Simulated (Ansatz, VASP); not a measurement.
**One calculation of Rh, two programs**

```xyz
2
Lattice="0.0000 -1.9016 -1.9016 0.0000 1.9016 -1.9016 3.8031 0.0000 0.0000" Properties=species:S:1:pos:R:3 pbc="T T T"
Rh    1.8266    0.0000   -1.9016
Rh    0.0750    0.0000    0.0000
```

Change from the starting cell: mode 6 (233.9 1/cm) frozen in, largest displacement +0.075 Å.

Alike in both runs: task single point; functional PBE; k mesh 18 × 18 × 12; occupations gaussian, width 0.15 eV; no spin polarisation.

|  | VASP | Ansatz |
| --- | --- | --- |
| version | VASP 6.6.1 | Ansatz 0.2.0 |
| potentials or method | VASP PAW PBE potentials, release 64 (Rh_pv), cutoff 520 eV | scalar-relativistic, plane waves, PAW |
| valence electrons in the cell | 30 | 34 |

Ansatz gave:

- gap on the k mesh at the Fermi level (eV): none
- pressure (GPa): 9.1
- traceless stress, the component that is largest in VASP (GPa): 0.17
- rms of the force components (eV/Å): 0.947

Problem. Which values does VASP return?

Solution. gap on the k mesh at the Fermi level (eV): none; pressure (GPa): 9.2; traceless stress, the component that is largest in VASP (GPa): 0.17; rms of the force components (eV/Å): 0.951.

Atom by atom the forces differ by 0.004 eV/Å (rms over components). A gap of «none» marks a metal or a gap that the smearing closes. VASP's potentials hold 30 valence electrons a cell and Ansatz's 34, so a difference there can come from the potentials and not from the codes.
